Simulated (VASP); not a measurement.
Bi, 1 atom in the cell. The structure is cubic, space group Im-3m (No. 229). Conventional cell: a = 3.963 Å, b = 3.963 Å, c = 3.963 Å, α = 90.00°, β = 90.00°, γ = 90.00°. Bi (site symmetry m-3m) has 14 Bi at 3.43 to 3.96 Å within 4.5 Å. 

| Item | Value |
| --- | --- |
| Program | VASP 6.6.1 |
| Task | relaxation of cell and atoms |
| Functional | PBE |
| Potentials or basis | VASP PAW PBE potentials, release 64 (Bi_d) |
| Cutoff | 600 eV |
| k mesh | 8 × 8 × 8 |
| Occupations | gaussian, width 0.1 eV |
| Spin | no spin polarisation |
| Target pressure | 40.8 GPa |
| Dipole correction | no |
| Further INCAR settings | ALGO = Normal; EDIFF = 1e-06; IBRION = 2; EDIFFG = -0.05; NSW = 80; ISIF = 3 |

Potentials or basis: VASP PAW PBE potentials, release 64 (Bi_d).

Command:

```bash
$ cat potpaw_PBE.64/Bi_d/POTCAR > POTCAR
$ mpirun -np 1 vasp_std > vasp.out
```

Hardware: 1 thread of AMD EPYC 7R13, with other jobs on the host.

How long does it take, and how much memory?

It took 2.3 min on 1 thread of AMD EPYC 7R13 (shared host), peak memory 0.16 GiB. Counts: scf iterations 79, k points 29, ion steps 9.
